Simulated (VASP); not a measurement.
**AlN: single point with PBEsol**

The system is AlN.

```
Al N
1.0
    -2.02262   -2.02262    0.00000
     2.02262   -2.02262    0.00000
     0.00000    0.00000   12.88573
Al N
6 6
Direct
  0.00000 0.00000 0.07847
  0.50000 0.50000 0.23543
  0.00000 0.00000 0.39240
  0.50000 0.50000 0.54937
  0.00000 0.00000 0.70633
  0.50000 0.50000 0.86330
  0.50000 0.50000 0.07847
  0.00000 0.00000 0.23543
  0.50000 0.50000 0.39240
  0.00000 0.00000 0.54937
  0.50000 0.50000 0.70633
  0.00000 0.00000 0.86330
```

```json
{
 "Program": "VASP 6.6.1",
 "Task": "single point",
 "Functional": "PBEsol",
 "Potentials or basis": "VASP PAW PBE potentials, release 64 (Al, N)",
 "Cutoff": "520 eV",
 "k mesh": "8 × 8 × 2",
 "Occupations": "gaussian, width 0.05 eV",
 "Spin": "no spin polarisation"
}
```

| Property | Result |
| --- | --- |
| Pressure | -5.7 GPa |
| Largest force | 1.056 eV/Å |
| Band gap on the k mesh | 3.69 eV, indirect (least direct gap 4.21 eV) |

Forces on the atoms (eV/Å):
```
Al   0.000  0.000 -0.128
Al   0.000  0.000  0.052
Al   0.000  0.000  0.000
Al   0.000  0.000  0.000
Al   0.000  0.000 -0.052
Al   0.000  0.000  0.128
N    0.000  0.000 -1.056
N    0.000  0.000  0.008
N    0.000  0.000  0.006
N    0.000  0.000 -0.006
N    0.000  0.000 -0.008
N    0.000  0.000  1.056
```

Stress tensor (GPa, compression positive):
```
-6.30  0.00  0.00
 0.00 -6.30  0.00
 0.00  0.00 -4.38
```

Levels at points of the mesh, in eV from the valence-band top:
| k point | band 20 | band 21 | band 22 | band 23 | band 24 | band 25 | band 26 | band 27 | band 28 | band 29 |
| --- | --- | --- | --- | --- | --- | --- | --- | --- | --- | --- |
| (0.00, 0.00, 0.00) | -0.53 | -0.53 | -0.06 | 0.00 | 0.00 | 4.21 | 4.73 | 5.42 | 5.75 | 6.13 |
| (0.50, 0.00, 0.00) | -1.03 | -1.00 | -1.00 | -0.72 | -0.72 | 5.15 | 5.15 | 6.62 | 6.62 | 8.31 |
| (0.50, 0.50, 0.00) | -3.13 | -2.95 | -2.95 | -2.00 | -2.00 | 3.69 | 3.69 | 5.32 | 5.32 | 5.88 |
| (0.00, 0.00, 0.50) | -0.68 | -0.36 | -0.36 | -0.07 | -0.07 | 4.40 | 4.97 | 5.05 | 5.46 | 5.94 |
| (0.50, 0.00, 0.50) | -1.03 | -1.00 | -1.00 | -0.72 | -0.72 | 5.00 | 5.00 | 7.10 | 7.10 | 7.66 |
| (0.50, 0.50, 0.50) | -3.14 | -3.07 | -3.07 | -2.04 | -2.04 | 3.85 | 3.85 | 5.36 | 5.36 | 6.01 |

Run time: 100 s on 1 thread of Intel(R) Xeon(R) Platinum 8259CL CPU @ 2.50GHz (Skylake/Cascade Lake) (shared host), peak memory 0.25 GiB.

Caveat: the PAW data sets were made with another functional, which shifts forces and pressure a little. A k mesh can miss the band edges.
